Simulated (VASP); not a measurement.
# Cs3Al: single point with r2SCAN

The system is Cs3Al.

```
Cs Al
1.0
     6.23187    0.00000    0.00000
     0.00000    6.23187    0.00000
     0.00000    0.00000    6.23187
Cs Al
3 1
Direct
  0.00000 0.50000 0.50000
  0.50000 0.00000 0.50000
  0.50000 0.50000 0.00000
  0.00000 0.00000 0.00000
```

| Quantity | Value |
| --- | --- |
| Program | VASP 6.6.1 |
| Task | single point |
| Functional | r2SCAN |
| Potentials or basis | VASP PAW PBE potentials, release 64 (Cs_sv, Al) |
| Cutoff | 520 eV |
| k mesh | 4 × 4 × 4 |
| Occupations | gaussian, width 0.1 eV |
| Spin | no spin polarisation |

```json
{
  "Pressure": "0.2 GPa",
  "Band gap on the k mesh": "zero (bands 15 and 16 overlap by 0.77 eV)"
}
```

Levels at points of the mesh, in eV from the Fermi level:
| k point | band 12 | band 13 | band 14 | band 15 | band 16 | band 17 | band 18 | band 19 |
| --- | --- | --- | --- | --- | --- | --- | --- | --- |
| (0.00, 0.00, 0.00) | -10.67 | -4.61 | -0.98 | 0.71 | 0.71 | 0.71 | 0.98 | 0.98 |
| (0.50, 0.00, 0.00) | -10.71 | -4.28 | -1.12 | 0.11 | 0.21 | 0.21 | 1.83 | 1.99 |
| (0.50, 0.50, 0.00) | -10.58 | -4.20 | -0.51 | -0.51 | -0.05 | 0.80 | 1.89 | 1.89 |
| (0.50, 0.50, 0.50) | -10.58 | -4.34 | 0.21 | 0.21 | 0.21 | 0.66 | 0.66 | 0.66 |

Run time: 2.8 min on 1 thread of Oxide Virtual Turin-like Processor, on a shared host, peak memory 0.34 GiB.

Caveat: the PAW data sets were made with another functional, which shifts forces and pressure a little; spin-orbit coupling is left out, which moves the levels of the heavy elements.
